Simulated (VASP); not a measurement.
Wanted: the native input for a VASP 6.6.1 run.

| Item | Value |
| --- | --- |
| Task | single point |
| Functional | PBE |
| Potentials or basis | VASP PAW PBE potentials, release 64 (Au) |
| Cutoff | 500 eV |
| k mesh | 18 × 18 × 18 |
| Occupations | methfessel-paxton, width 0.2 eV |
| Spin | no spin polarisation |
| Dipole correction | no |
| Further INCAR settings | ALGO = Normal; EDIFF = 1e-06; NBANDS = 12 |

The structure of Au lies in POSCAR:

```
Au
1.0
    0.0000000000      2.1394407259      2.1394407259
    2.1394407259      0.0000000000      2.1394407259
    2.1394407259      2.1394407259      0.0000000000
Au
1
Direct
    0.0000000000      0.0000000000      0.0000000000
```

This cell differs from its parent crystal: volume scaled by 1.09.

One way to write it, as run:

INCAR

```
PREC     = Accurate       # precision mode
ENCUT    = 500            # plane-wave cutoff, eV
EDIFF    = 1E-6           # SCF threshold, eV
ISMEAR   = 1              # smearing method
SIGMA    = 0.2            # smearing width, eV
LREAL    = F              # projectors in reciprocal space
LASPH    = T              # aspherical terms in the spheres
NELM     = 120            # most SCF steps
ALGO     = Normal         # electronic algorithm
ISIF     = 2              # what is computed and relaxed
LWAVE    = F              # write WAVECAR
LCHARG   = F              # write CHGCAR
GGA      = PE             # functional
NBANDS   = 12             # bands
GGA_COMPAT= F
```

KPOINTS

```
Automatic mesh
0
Gamma
  18 18 18
```

Potentials or basis: VASP PAW PBE potentials, release 64 (Au).

Launch:

```console
$ cat potpaw_PBE.64/Au/POTCAR > POTCAR
$ mpirun -np 1 vasp_std > vasp.out
```

Results of the run:

```yaml
Pressure: -9.5 GPa
```

Wall time 19 s on 1 thread of AMD EPYC 9R45 96-Core Processor (Zen 5), on a shared host, peak memory 0.14 GiB.
